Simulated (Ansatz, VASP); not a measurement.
# Ti: VASP beside Ansatz

```xyz
1
Lattice="0.0000 1.8086 2.5574 1.8086 0.0000 2.5574 1.8086 1.8086 0.0000" Properties=species:S:1:pos:R:3 pbc="T T T"
Ti    0.0000    0.0000    0.0000
```

Alike in both runs: task single point; functional LDA; k mesh 22 × 22 × 22; occupations gaussian, width 0.15 eV; no spin polarisation.

|  | VASP | Ansatz |
| --- | --- | --- |
| version | VASP 6.6.1 | Ansatz 0.2.0 |
| potentials or method | VASP PAW LDA potentials, release 64 (Ti_sv), cutoff 520 eV | scalar-relativistic, plane waves, PAW |
| valence electrons in the cell | 12 | 12 |

|  | VASP | Ansatz | Ansatz less VASP |
| --- | --- | --- | --- |
| gap on the k mesh at the Fermi level (eV) | none | none | - |
| pressure (GPa) | -6.6 | -6.6 | +0.01 |
| traceless stress, the component that is largest in VASP (GPa) | -8.39 | -8.39 | +0.002 |

LDA's correlation is that of Perdew and Zunger in VASP and of Perdew and Wang (1992) in Ansatz. A gap of «none» marks a metal or a gap that the smearing closes.
